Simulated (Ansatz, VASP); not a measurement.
## Se in VASP and in Ansatz

File INCAR:

```
SYSTEM = Se
ALGO     = Normal         ! electronic algorithm
EDIFF    = 1E-6           ! SCF threshold, eV
ENCUT    = 520            ! plane-wave cutoff, eV
GGA      = PS             ! functional
ISIF     = 2              ! what is computed and relaxed
ISMEAR   = 0              ! smearing method
IVDW     = 12             ! dispersion correction
LASPH    = .True.         ! aspherical terms in the spheres
LCHARG   = .True.         ! write CHGCAR
LELF     = .True.         ! ELF
LREAL    = .False.        ! projectors in reciprocal space
LVHAR    = .True.       
LWAVE    = .False.        ! write WAVECAR
NBANDS   = 16             ! bands
NELM     = 80             ! most SCF steps
PREC     = Accurate       ! precision mode
SIGMA    = 0.03           ! smearing width, eV
```

The input KPOINTS:

```
k-points
0
Gamma
  12 12 8
  0 0 0
```

File POSCAR:

```
Se
1.0
    4.0753478870      0.0000000000      0.0000000000
   -2.0376739435      3.5293547994      0.0000000000
    0.0000000000      0.0000000000      4.6719788176
Se
3
Direct
    0.1967354469      0.0000000000      0.3333333333
    0.0000000000      0.1967354469      0.6666666667
    0.8032645531      0.8032645531      0.0000000000
```

Input for Ansatz:

```yaml
crystal:
  lattice:
    - [4.075347887, 0.0, 0.0]
    - [-2.0376739435, 3.5293547994, 0.0]
    - [0.0, 0.0, 4.6719788176]
  atoms:
    - { symbol: Se, position: [0.1967354469, 0.0, 0.3333333333] }
    - { symbol: Se, position: [0.0, 0.1967354469, 0.6666666667] }
    - { symbol: Se, position: [0.8032645531, 0.8032645531, 0.0] }
basis:
  ecutwfc: 420
kpoints:
  mp_grid: { grid: [12, 12, 8] }
hamiltonian:
  xc: pbesol
  dispersion: d3bj
scf:
  occupations: { method: gaussian, width: 0.03 }
output:
  forces: true
  stress: true
  eigenvalues: true
```

Alike in both runs: task single point; functional PBEsol; dispersion D3(BJ); k mesh 12 × 12 × 8; occupations gaussian, width 0.03 eV; no spin polarisation.

|  | VASP | Ansatz |
| --- | --- | --- |
| version | VASP 6.6.1 | Ansatz 0.2.0 |
| potentials or method | VASP PAW PBE potentials, release 64 (Se), cutoff 520 eV | scalar-relativistic, plane waves, PAW |
| valence electrons in the cell | 18 | 48 |

|  | VASP | Ansatz | Ansatz less VASP |
| --- | --- | --- | --- |
| gap on the k mesh at the Fermi level (eV) | 0.57 | 0.61 | +0.043 |
| least direct gap on the mesh (eV) | 0.88 | 0.92 | +0.043 |
| rms of the force components (eV/Å) | 4.242 | 4.125 | -0.1176 |

VASP's potentials were made for PBE, not for PBEsol. Atom by atom the forces differ by 0.118 eV/Å (rms over components). VASP's potentials hold 18 valence electrons a cell and Ansatz's 48, so a difference there can come from the potentials and not from the codes.
